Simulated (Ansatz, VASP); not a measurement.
Two plane-wave programs on SnSe

```
Sn Se
1.0
     0.00000    3.36398    3.36398
     3.30310    0.00000    3.36398
     3.30310    3.36398    0.00000
Sn Se
1 1
Direct
  0.00000 0.00000 0.00000
  0.25000 0.25000 0.25000
```

Change from the starting cell: uniaxial_x strain -1.8%.

Alike in both runs: task single point; functional HSE06; k mesh 4 × 4 × 4; occupations fermi-dirac, width 0.02 eV; no spin polarisation.

|  | VASP | Ansatz |
| --- | --- | --- |
| version | VASP 6.6.1 | Ansatz 0.2.0 |
| potentials or method | VASP PAW PBE potentials, release 64 (Sn_d, Se) | plane waves, PAW |
| plane-wave cutoff (eV) | 520 | 420 |
| valence electrons in the cell | 20 | 30 |

|  | VASP | Ansatz | Ansatz less VASP |
| --- | --- | --- | --- |
| pressure (GPa) | 0.7 | 0.7 | +0.05 |

The functional is the same, so the differences come from potentials, cutoffs and numerics. VASP's potentials hold 20 valence electrons a cell and Ansatz's 30, so a difference there can come from the potentials and not from the codes. Ansatz's warnings: stress exchange threshold loose, stress scf threshold loose.
